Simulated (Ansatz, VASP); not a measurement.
# WS2: VASP beside Ansatz

```
W S
1.0
     3.14578    0.00000    0.00000
    -1.57289    2.72432    0.00000
     0.00000    0.00000   16.95342
W S
1 2
Direct
  0.33333 0.66667 0.00000
  0.66667 0.33333 0.90979
  0.66667 0.33333 0.09464
```

Change from the starting cell: all S atoms moved +0.037 Å, as atom 2 towards its neighbour atom 3 (S) at 3.134 Å.

Alike in both runs: task single point; functional PBEsol; k mesh 12 × 12 × 2; occupations gaussian, width 0.05 eV; no spin polarisation.

|  | VASP | Ansatz |
| --- | --- | --- |
| version | VASP 6.6.1 | Ansatz 0.2.0 |
| potentials or method | VASP PAW PBE potentials, release 64 (W_sv, S), cutoff 520 eV | scalar-relativistic, plane waves, PAW |
| valence electrons in the cell | 26 | 26 |

```csv
,VASP,Ansatz,Ansatz less VASP
gap on the k mesh at the Fermi level (eV),1.94,1.94,-0.005
least direct gap on the mesh (eV),1.94,1.94,-0.005
rms of the force components (eV/Å),0.514,0.513,-0.0015
```

VASP's potentials were made for PBE, not for PBEsol. Atom by atom the forces differ by 0.011 eV/Å (rms over components). Ansatz's warnings: xc potential rough in thin density.

Neither program's run includes spin-orbit coupling.
